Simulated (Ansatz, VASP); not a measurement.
Pb: VASP beside Ansatz

```xyz
2
Lattice="5.5510 0.0000 0.0000 -2.7755 4.8073 0.0000 0.0000 0.0000 2.9942" Properties=species:S:1:pos:R:3 pbc="T T T"
Pb    0.0000    3.2049    0.0000
Pb    2.7755    1.6024    0.0000
```

Alike in both runs: task relaxation of cell and atoms; functional PBE; dispersion D3(BJ); k mesh 12 × 12 × 14; occupations gaussian, width 0.1 eV; no spin polarisation.

|  | VASP | Ansatz |
| --- | --- | --- |
| version | VASP 6.6.1 | Ansatz 0.2.0 |
| potentials or method | VASP PAW PBE potentials, release 64 (Pb_d), cutoff 600 eV | scalar-relativistic, plane waves, PAW |
| valence electrons in the cell | 28 | 28 |

Ansatz gave:

```
gap on the k mesh at the Fermi level, each at its own relaxed structure (eV) : none
relaxed volume (Å³/atom)                                                     : 39.87
relaxed cell length with the largest relative difference (Å)                 : 5.374
```

Problem. What did VASP give for the same quantities?

Solution. gap on the k mesh at the Fermi level, each at its own relaxed structure (eV): none; relaxed volume (Å³/atom): 39.92; relaxed cell length with the largest relative difference (Å): 5.377.

A gap of «none» marks a metal or a gap that the smearing closes.

Spin-orbit coupling is off throughout.
